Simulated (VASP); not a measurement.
BeOs:

```
CELL_PARAMETERS angstrom
0.00000 2.30927 2.30927
2.30927 0.00000 2.30927
2.30927 2.30927 0.00000
ATOMIC_POSITIONS crystal
Be 0.00000 0.00000 0.00000
Os 0.50000 0.50000 0.50000
```

```yaml
Program: VASP 6.6.1
Task: relaxation of cell and atoms
Functional: PBE
Potentials_or_basis: VASP PAW PBE potentials, release 64 (Be, Os)
Cutoff: 600 eV
k_mesh: 6 × 6 × 6
Occupations: gaussian, width 0.1 eV
Spin: no spin polarisation
```

At the start: pressure -12.5 GPa; volume 12.31 Å³/atom.

Problem. How do energy, volume and symmetry change on relaxing?

Solution. Over 3 steps the energy falls by 32.6 meV/atom and the volume is 11.54 Å³/atom (-6.3 %); space group Fm-3m (No. 225, to 0.05 Å).

Step by step:
```csv
step,energy change (eV),largest force (eV/Å),pressure (GPa),volume (Å³)
1,0.0000,0.0000,-12.50,24.63
2,0.0322,0.0000,19.79,21.36
3,-0.0653,0.0000,-0.21,23.08
```

Final structure:
```yaml
crystal:
  lattice:
    - [0.00000, 2.25972, 2.25972]
    - [2.25972, 0.00000, 2.25972]
    - [2.25972, 2.25972, 0.00000]
  atoms:
    - { symbol: Be, position: [0.00000, 0.00000, 0.00000] }
    - { symbol: Os, position: [0.50000, 0.50000, 0.50000] }
```

Caveat: the k points lie up to 0.40 Å⁻¹ apart in the final cell.
